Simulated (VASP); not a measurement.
Wanted: the native input for a VASP 6.6.1 run.

```
Task                   : single point
Functional             : PBE
Potentials or basis    : VASP PAW PBE potentials, release 64 (Ti_sv, O)
Cutoff                 : 600 eV
k mesh                 : 6 × 6 × 6
Occupations            : gaussian, width 0.014 eV
Spin                   : no spin polarisation
Dipole correction      : no
Further INCAR settings : ALGO = Normal; EDIFF = 1e-06; NBANDS = 60
```

The structure of TiO2 lies in POSCAR:

```
TiO2
1.0
    4.8126997814      0.0000000000      0.0000000000
    0.0000000000      4.8718844600      0.0000000000
   -0.8628854487      0.0000000000      4.9665942755
Ti O
4 8
Direct
    0.2774352600      0.0528083600      0.2131482700
    0.7225647400      0.5528083600      0.2868517300
    0.7225647400      0.9471916400      0.7868517300
    0.2774352600      0.4471916400      0.7131482700
    0.0638382200      0.1769655200      0.8515567400
    0.9361617800      0.6769655200      0.6484432600
    0.9361617800      0.8230344800      0.1484432600
    0.0638382200      0.3230344800      0.3515567400
    0.4453609900      0.7576317400      0.4667718600
    0.5546390100      0.2576317400      0.0332281400
    0.5546390100      0.2423682600      0.5332281400
    0.4453609900      0.7423682600      0.9667718600
```

The input as run:

INCAR

```
SYSTEM = TiO2
PREC = Accurate
ENCUT = 600
EDIFF = 1E-6
ISMEAR = 0
SIGMA = 0.014
LREAL = .FALSE.
LASPH = .TRUE.
NELM = 120
ALGO = Normal
ISIF = 2
LWAVE = .FALSE.
LCHARG = .TRUE.
GGA = PE
LELF = .TRUE.
LVHAR = .TRUE.
NBANDS = 60
GGA_COMPAT = .FALSE.
```

KPOINTS

```
Automatic mesh
0
G
  6 6 6
  0 0 0
```

Potentials or basis: VASP PAW PBE potentials, release 64 (Ti_sv, O).

The run is started by

```sh
$ cat potpaw_PBE.64/Ti_sv/POTCAR potpaw_PBE.64/O/POTCAR > POTCAR
$ mpirun -np 1 vasp_std > vasp.out
```

It gave:

| Property | Result |
| --- | --- |
| Pressure | 4.7 GPa |
| Largest force | 0.100 eV/Å |
| Band gap on the k mesh | 2.28 eV (least direct gap 2.35 eV) |

Caveat: the cell stands under pressure.

Run time: 19 min on 1 thread of Oxide Virtual Turin-like Processor (shared host), peak memory 0.53 GiB.
